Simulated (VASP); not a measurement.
# BiTe in VASP: notebook

Runs on BiTe. Level: PBEsol. Tasks: single point.

Everything below comes from runs of VASP 6.6.1. Logs are shortened: lines on timing, memory, paths and dates and some standing lists are left out, and cuts for length are marked.

### Step 1. The cell of the first run

The cell holds a wire or tube with vacuum around it, 2 atoms: a = 10.300 Å, b = 9.300 Å, c = 5.179 Å, α = 90.00°, β = 90.00°, γ = 90.00°.

### Step 2. Single point, PBEsol, collinear spin

INCAR

```
SYSTEM = BiTe
PREC = Accurate
ENCUT = 520
EDIFF = 1E-6
ISMEAR = 0
SIGMA = 0.05
LREAL = .FALSE.
LASPH = .TRUE.
NELM = 150
ALGO = Normal
ISIF = 2
LWAVE = .FALSE.
LCHARG = .FALSE.
ISPIN = 2
MAGMOM = 0.5 0.5
LORBIT = 11
GGA = PS
NBANDS = 22
```

KPOINTS

```
regular mesh
0
G
  1 1 13
  0 0 0
```

POSCAR

```
BiTe
1.0
   10.3000000000      0.0000000000      0.0000000000
    0.0000000000      9.3000000000      0.0000000000
    0.0000000000      0.0000000000      5.1793892093
Bi Te
1 1
Direct
    0.4371433348      0.5000000000      0.0000000000
    0.5628566652      0.5000000000      0.5000000000
```

Potentials or basis: VASP PAW PBE potentials, release 64 (Bi_d, Te).

Launch:

```bash
> cat potpaw_PBE.64/Bi_d/POTCAR potpaw_PBE.64/Te/POTCAR > POTCAR
> mpirun -np 1 vasp_std > vasp.out
```

OUTCAR:

```text
SYSTEM = BiTe
   PREC = Accurate
   ENCUT = 520
   EDIFF = 1E-6
   ISMEAR = 0
   LREAL = .FALSE.
   LASPH = .TRUE.
   NELM = 150
   ISIF = 2
   ISPIN = 2
   LORBIT = 11
   GGA = PS

 ion  position               nearest neighbor table
   1  0.437  0.500  0.000-   2 2.90   2 2.90
   2  0.563  0.500  0.500-   1 2.90   1 2.90

  LATTYP: Found a simple orthorhombic cell.
 ALAT       =     5.1793892093
 B/A-ratio  =     1.7955785179
 C/A-ratio  =     1.9886514768

  Lattice vectors:

 A1 = (   0.0000000000,   0.0000000000,  -5.1793892093)
 A2 = (   0.0000000000,   9.3000000000,   0.0000000000)
 A3 = (  10.3000000000,   0.0000000000,   0.0000000000)

Analysis of symmetry for initial positions (statically):
=====================================================================
 Subroutine PRICEL returns:
 Original cell was already a primitive cell.

 Routine SETGRP: Setting up the symmetry group for a
 simple orthorhombic supercell.

 Subroutine GETGRP returns: Found  4 space group operations
 (whereof  4 operations were pure point group operations)
 out of a pool of  8 trial point group operations.

The static configuration has the point symmetry C_2v.

Analysis of symmetry for dynamics (positions and initial velocities):
=====================================================================
 Subroutine PRICEL returns:
 Original cell was already a primitive cell.

 Routine SETGRP: Setting up the symmetry group for a
 simple orthorhombic supercell.

 Subroutine GETGRP returns: Found  4 space group operations
 (whereof  4 operations were pure point group operations)
 out of a pool of  8 trial point group operations.

The dynamic configuration has the point symmetry C_2v.

Analysis of structural, dynamic, and magnetic symmetry:
=====================================================================
 Subroutine PRICEL returns:
 Original cell was already a primitive cell.

 Routine SETGRP: Setting up the symmetry group for a
 simple orthorhombic supercell.

 Subroutine GETGRP returns: Found  4 space group operations
 (whereof  4 operations were pure point group operations)
 out of a pool of  8 trial point group operations.

The overall configuration has the point symmetry C_2v.

 Subroutine INISYM returns: Found  4 space group operations
 (whereof  4 operations are pure point group operations),
 and found     1 'primitive' translations

----------------------------------------------------------------------------------------

                                     Primitive cell

  volume of cell :     496.1337

  direct lattice vectors                    reciprocal lattice vectors
    10.300000000  0.000000000  0.000000000     0.097087379  0.000000000  0.000000000
     0.000000000  9.300000000  0.000000000     0.000000000  0.107526882  0.000000000
     0.000000000  0.000000000  5.179389209     0.000000000  0.000000000  0.193072959

  length of vectors
    10.300000000  9.300000000  5.179389209     0.097087379  0.107526882  0.193072959

  position of ions in fractional coordinates (direct lattice)
     0.437143335  0.500000000  0.000000000
     0.562856665  0.500000000  0.500000000

  ion indices of the primitive-cell ions
   primitive index   ion index
                 1           1
                 2           2

----------------------------------------------------------------------------------------

 KPOINTS: regular mesh

Automatic generation of k-mesh.
 Grid dimensions read from file:
 generate k-points for:    1    1   13

 Generating k-lattice:

  Cartesian coordinates                     Fractional coordinates (reciprocal lattice)
     0.097087379  0.000000000  0.000000000     1.000000000  0.000000000  0.000000000
     0.000000000  0.107526882  0.000000000     0.000000000  1.000000000  0.000000000
     0.000000000  0.000000000  0.014851766     0.000000000  0.000000000  0.076923077

  Length of vectors
     0.097087379  0.107526882  0.014851766

  Shift w.r.t. Gamma in fractional coordinates (k-lattice)
     0.000000000  0.000000000  0.000000000

 Subroutine IBZKPT returns following result:
 ===========================================

 Found      7 irreducible k-points:

 Following reciprocal coordinates:
            Coordinates               Weight
  0.000000  0.000000  0.000000      1.000000
  0.000000  0.000000  0.076923      2.000000
  0.000000  0.000000  0.153846      2.000000
  0.000000  0.000000  0.230769      2.000000
  0.000000  0.000000  0.307692      2.000000
  0.000000  0.000000  0.384615      2.000000
  0.000000  0.000000  0.461538      2.000000
   k-points           NKPTS =      7   k-points in BZ     NKDIM =      7   number of bands    NBANDS=     22
   number of dos      NEDOS =    301   number of ions     NIONS =      2
   total plane-waves  NPLWV = 224000
   dimension x,y,z NGX =    80 NGY =   70 NGZ =   40
   dimension x,y,z NGXF=   160 NGYF=  140 NGZF=   80
   ions per type =               1   1
   NGX,Y,Z   is equivalent  to a cutoff of  12.91, 12.51, 12.84 a.u.
   NGXF,Y,Z  is equivalent  to a cutoff of  25.82, 25.03, 25.68 a.u.
 SYSTEM =  BiTe
   PREC   = accura    normal or accurate (medium, high low for compatibility)
   ISTART =      0    job   : 0-new  1-cont  2-samecut
   ICHARG =      2    charge: 1-file 2-atom 10-const
   ISPIN  =      2    spin polarized calculation?
   LNONCOLLINEAR =      F non collinear calculations
   LSORBIT =      F    spin-orbit coupling
   LASPH  =      T    aspherical Exc in radial PAW
   ENCUT  =  520.0 eV  38.22 Ry    6.18 a.u.  19.15 17.29  9.63*2*pi/ulx,y,z
   NELM   =    150;   NELMIN=  2; NELMDL= -5     # of ELM steps
   EDIFF  = 0.1E-05   stopping-criterion for ELM
   LREAL  =      F    real-space projection
   EDIFFG = 0.1E-04   stopping-criterion for IOM
   NSW    =      0    number of steps for IOM
   IBRION =     -1    ionic relax: 0-MD 1-quasi-New 2-CG
   NFREE  =      0    steps in history (QN), initial steepest desc. (CG)
   ISIF   =      2    stress and relaxation
   ISYM   =      2    0-nonsym 1-usesym 2-fastsym
   POTIM  = 0.5000    time-step for ionic-motion
   TEBEG  =    0.0;   TEEND  =   0.0 temperature during run
   PSTRESS=    0.0 pullay stress
   NELECT =      21.0000    total number of electrons
   NUPDOWN=      -1.0000    fix difference up-down
   EMIN   =  10.00;   EMAX   =-10.00  energy-range for DOS
   EFERMI =   0.00;   METHOD = LEGACY
   ISMEAR =     0;   SIGMA  =   0.05  broadening in eV -4-tet -1-fermi 0-gaus
   EFERMI_NEDOS =   21; number of points for ismear=-14 and -15
   IALGO  =     38    algorithm
   IMIX   =      4    mixing-type and parameters
     AMIX     =   0.40;   BMIX     =  1.00
     AMIX_MAG =   1.60;   BMIX_MAG =  1.00
  volume/ion in A,a.u.               =     248.07      1674.04
  Fermi-wavevector in a.u.,A,eV,Ry     =   0.570534  1.078153  4.428823  0.325509
  Thomas-Fermi vector in A             =   1.610626
   LORBIT       =     11    0 simple, 1 ext, 2 COOP (PROOUT), +10 PAW based schemes
   GGA     = PS    functional components
   LHFCALC =     F    Hartree Fock is set to
   AEXX    =    0.0000 exact exchange contribution
   IVDW    =     0    specifies the selected vdW correction
   LEPSILON=     F    determine dielectric tensor
   LRPA    =     F    only Hartree local field effects (RPA)
 spin polarized calculation
 Gauss-broadening in eV      SIGMA  =   0.05
  energy-cutoff  :      520.00
  volume of cell :      496.13
 maximum number of plane-waves:     13383
 NGX is ok and might be reduce to    80
   NGX = 39   NGY = 35   NGZ = 19

 number of electron      20.9999996 magnetization       0.3847135

 Free energy of the ion-electron system (eV)
  ---------------------------------------------------
  ext. energy  EPLUGINS =         0.00000000
  ---------------------------------------------------
  free energy    TOTEN  =        -6.18940731 eV

  energy without entropy =       -6.18889110  energy(sigma->0) =       -6.18914920

 E-fermi :  -3.2041     XC(G=0):  -2.3598

 val. band max:       -3.2775889543   @ k =   0.0000   0.0000   0.3846
 cond. band min:      -3.1289674556   @ k =   0.0000   0.0000   0.0769
 fundamental gap:      0.1486214988
 Fermi energy:        -3.2041401220

 spin component 1

 k-point     1 :       0.0000    0.0000    0.0000
  band No.  band energies     occupation
      1     -26.0736      1.00000
      2     -26.0618      1.00000
      3     -26.0288      1.00000
      4     -26.0242      1.00000
      5     -26.0023      1.00000
      6     -15.1841      1.00000
[... 14 lines left out ...]
     21       3.5848      0.00000
     22       3.9509      0.00000
[... 126 lines left out ...]
 k-point     7 :       0.0000    0.0000    0.4615
  band No.  band energies     occupation
      1     -26.0757      1.00000
      2     -26.0567      1.00000
      3     -26.0286      1.00000
      4     -26.0219      1.00000
      5     -26.0031      1.00000
      6     -14.1482      1.00000
[... 14 lines left out ...]
     21       3.2839      0.00000
     22       3.5917      0.00000
 Fermi energy:        -3.2041401220

 spin component 2

 k-point     1 :       0.0000    0.0000    0.0000
  band No.  band energies     occupation
      1     -26.0241      1.00000
      2     -26.0129      1.00000
      3     -25.9855      1.00000
      4     -25.9705      1.00000
      5     -25.9701      1.00000
      6     -15.0744      1.00000
[... 14 lines left out ...]
     21       3.7249      0.00000
     22       4.0035      0.00000
[... 127 lines left out ...]
  band No.  band energies     occupation
      1     -26.0169      1.00000
      2     -26.0149      1.00000
      3     -25.9863      1.00000
      4     -25.9704      1.00000
      5     -25.9699      1.00000
      6     -13.9967      1.00000
[... 14 lines left out ...]
     21       3.3996      0.00000
     22       3.6776      0.00000

------------------------ aborting loop because EDIFF is reached ----------------------------------------

  FORCE on cell =-STRESS in cart. coord.  units (eV):
  Direction    XX          YY          ZZ          XY          YZ          ZX
  --------------------------------------------------------------------------------------
  -------------------------------------------------------------------------------------
  Total        0.2287242      0.0350358     -3.4005821      0.0000000      0.0000000      0.0000000
  in kB        0.7386251      0.1131419    -10.9815874      0.0000000      0.0000000      0.0000000
  external PRESSURE =      -3.3766068 kB  Pullay stress =       0.0000000 kB

 VOLUME and BASIS-vectors are now :
 -----------------------------------------------------------------------------
  energy-cutoff  :      520.00
  volume of cell :      496.13
      direct lattice vectors                 reciprocal lattice vectors
    10.300000000  0.000000000  0.000000000     0.097087379  0.000000000  0.000000000
     0.000000000  9.300000000  0.000000000     0.000000000  0.107526882  0.000000000
     0.000000000  0.000000000  5.179389209     0.000000000  0.000000000  0.193072959

 POSITION                                       TOTAL-FORCE (eV/Angst)
 -----------------------------------------------------------------------------------
      4.50258      4.65000      0.00000        -0.199138      0.000000      0.000000
      5.79742      4.65000      2.58969         0.199138      0.000000      0.000000
 -----------------------------------------------------------------------------------
    total drift:                               -0.000219     -0.000000     -0.000000

  FREE ENERGIE OF THE ION-ELECTRON SYSTEM (eV)
  ---------------------------------------------------
  free  energy   TOTEN  =        -6.1894073053 eV

  energy  without entropy=       -6.1888910971  energy(sigma->0) =       -6.18914920

 total charge

# of ion       s       p       d       tot
------------------------------------------
    1        1.543   1.254   9.912  12.709
    2        1.392   1.919   0.019   3.331
--------------------------------------------------
tot          2.936   3.173   9.931  16.040

 magnetization (x)

# of ion       s       p       d       tot
------------------------------------------
    1       -0.002   0.199  -0.001   0.196
    2        0.006  -0.027   0.004  -0.017
--------------------------------------------------
tot          0.004   0.172   0.004   0.179
```

Wall time 3 min (1 thread of Intel Xeon Platinum 8488C (Sapphire Rapids), shared host); peak memory 0.69 GiB.

What came out:

| Property | Result |
| --- | --- |
| Free energy | -6.1894 eV |
| Largest force | 0.199 eV/Å |
| Net moment | 0.38 μB per cell |
| Site moments | Bi +0.20; Te -0.02 μB |
| Valence electrons inside the program's atomic spheres | Bi 12.71; Te 3.33 |

Forces on the atoms (eV/Å):
```
Bi  -0.199  0.000  0.000
Te   0.199  0.000  0.000
```

Caveat: a moment this small can come from the mesh or the smearing; the PAW data sets were made with another functional, which shifts forces and pressure a little; spin-orbit coupling is left out, which moves the levels of the heavy elements.

### Step 3. Single point, PBEsol, collinear spin

This run uses another cell than the first one.

INCAR

```
PREC = Accurate
ENCUT = 520
EDIFF = 1E-6
ISMEAR = 0
SIGMA = 0.05
LREAL = F
LASPH = T
NELM = 150
ALGO = Normal
ISIF = 2
LWAVE = F
LCHARG = F
ISPIN = 2
MAGMOM = 0.5 0.5
LORBIT = 11
GGA = PS
NBANDS = 22
```

KPOINTS

```
regular mesh
0
Gamma
  1 1 21
```

POSCAR

```
BiTe
1.0
   11.6000000000      0.0000000000      0.0000000000
    0.0000000000      9.3000000000      0.0000000000
    0.0000000000      0.0000000000      3.0500847566
Bi Te
1 1
Direct
    0.3883752326      0.5000000000      0.0000000000
    0.6116247674      0.5000000000      0.5000000000
```

Potentials or basis: VASP PAW PBE potentials, release 64 (Bi_d, Te).

Launch:

```bash
> cat potpaw_PBE.64/Bi_d/POTCAR potpaw_PBE.64/Te/POTCAR > POTCAR
> mpirun -np 1 vasp_std > vasp.out
```

Wall time 3.5 min (1 thread of Intel Xeon Platinum 8488C (Sapphire Rapids), shared host); peak memory 0.55 GiB.

The run converged. Its results:

```yaml
Free_energy: -6.3118 eV
Largest_force: 0.212 eV/Å
Net_moment: 0.00 μB per cell
Valence_electrons_inside_the_program's_atomic_spheres: Bi 12.76; Te 3.32
```

Forces in eV/Å, atoms in the order of the input:
```
Bi  -0.212  0.000  0.000
Te   0.212  0.000  0.000
```

Levels at points of the mesh, in eV from the Fermi level:
Spin up:
```csv
k point,band 6,band 7,band 8,band 9,band 10,band 11,band 12,band 13,band 14,band 15
"(0.00, 0.00, 0.00)",-13.22,-10.81,-3.76,-2.97,-0.93,1.17,3.25,3.28,4.09,4.74
```
Spin down:
```csv
k point,band 6,band 7,band 8,band 9,band 10,band 11,band 12,band 13,band 14,band 15
"(0.00, 0.00, 0.00)",-13.22,-10.81,-3.76,-2.97,-0.93,1.17,3.25,3.28,4.08,4.74
```

Caveat: the PAW data sets were made with another functional, which shifts forces and pressure a little; spin-orbit coupling is left out, which moves the levels of the heavy elements.

[end of part 1 of 2]
